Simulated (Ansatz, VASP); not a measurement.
**MgCd5Te6 in VASP and in Ansatz**

Contents of INCAR:

```
SYSTEM = MgCd5Te6
PREC = Accurate ; ENCUT = 520
EDIFF = 1E-6 ; ISMEAR = 0
SIGMA = 0.1 ; LREAL = .FALSE.
LASPH = .TRUE. ; NELM = 60
ALGO = Normal ; ISIF = 2
LWAVE = .FALSE. ; LCHARG = .FALSE.
GGA = PE ; NBANDS = 61
```

KPOINTS

```
regular mesh
0
G
  6 6 1
  0 0 0
```

File POSCAR:

```
MgCd5Te6
1.0
    4.3229477000      0.0000000000      0.0000000000
   -2.1614738500      3.7437825300      0.0000000000
    0.0000000000      0.0000000000     21.2797473900
Mg Cd Te
1 5 6
Direct
    0.6666666700      0.3333333300      0.1667881900
    0.3333333300      0.6666666700      0.0001215200
    0.3333333300      0.6666666700      0.3334548500
    0.3333333300      0.6666666700      0.6667881900
    0.6666666700      0.3333333300      0.5001215200
    0.6666666700      0.3333333300      0.8334548500
    0.3333333300      0.6666666700      0.1248784800
    0.3333333300      0.6666666700      0.4582118100
    0.3333333300      0.6666666700      0.7915451400
    0.6666666700      0.3333333300      0.2915451400
    0.6666666700      0.3333333300      0.6248784800
    0.6666666700      0.3333333300      0.9582118100
```

Input for Ansatz:

```yaml
crystal:
  lattice:
    - [4.3229477, 0.0, 0.0]
    - [-2.16147385, 3.74378253, 0.0]
    - [0.0, 0.0, 21.27974739]
  atoms:
    - { symbol: Mg, position: [0.66666667, 0.33333333, 0.16678819] }
    - { symbol: Cd, position: [0.33333333, 0.66666667, 0.00012152] }
    - { symbol: Cd, position: [0.33333333, 0.66666667, 0.33345485] }
    - { symbol: Cd, position: [0.33333333, 0.66666667, 0.66678819] }
    - { symbol: Cd, position: [0.66666667, 0.33333333, 0.50012152] }
    - { symbol: Cd, position: [0.66666667, 0.33333333, 0.83345485] }
    - { symbol: Te, position: [0.33333333, 0.66666667, 0.12487848] }
    - { symbol: Te, position: [0.33333333, 0.66666667, 0.45821181] }
    - { symbol: Te, position: [0.33333333, 0.66666667, 0.79154514] }
    - { symbol: Te, position: [0.66666667, 0.33333333, 0.29154514] }
    - { symbol: Te, position: [0.66666667, 0.33333333, 0.62487848] }
    - { symbol: Te, position: [0.66666667, 0.33333333, 0.95821181] }
basis:
  ecutwfc: 420
kpoints:
  mp_grid: { grid: [6, 6, 1] }
hamiltonian:
  xc: pbe
scf:
  occupations: { method: gaussian, width: 0.1 }
  lower_state_search: "off"
output:
  forces: true
  stress: true
  eigenvalues: true
```

Alike in both runs: task single point; functional PBE; k mesh 6 × 6 × 1; occupations gaussian, width 0.1 eV; no spin polarisation.

|  | VASP | Ansatz |
| --- | --- | --- |
| version | VASP 6.6.1 | Ansatz 0.2.0 |
| potentials or method | VASP PAW PBE potentials, release 64 (Mg, Cd, Te), cutoff 520 eV | scalar-relativistic, plane waves, PAW |
| valence electrons in the cell | 98 | 206 |

VASP gave:

| Property | Result |
| --- | --- |
| gap on the k mesh at the Fermi level (eV) | 1.52 |
| least direct gap on the mesh (eV) | 1.52 |
| pressure (GPa) | 13.7 |
| traceless stress, the component that is largest in VASP (GPa) | 0.08 |
| rms of the force components (eV/Å) | 0.136 |

Task: What did Ansatz give for the same quantities?

Result: gap on the k mesh at the Fermi level (eV): 1.52; least direct gap on the mesh (eV): 1.52; pressure (GPa): 13.4; traceless stress, the component that is largest in VASP (GPa): 0.07; rms of the force components (eV/Å): 0.131.

Atom by atom the forces differ by 0.006 eV/Å (rms over components). VASP's potentials hold 98 valence electrons a cell and Ansatz's 206, so a difference there can come from the potentials and not from the codes.

Neither program's run includes spin-orbit coupling.
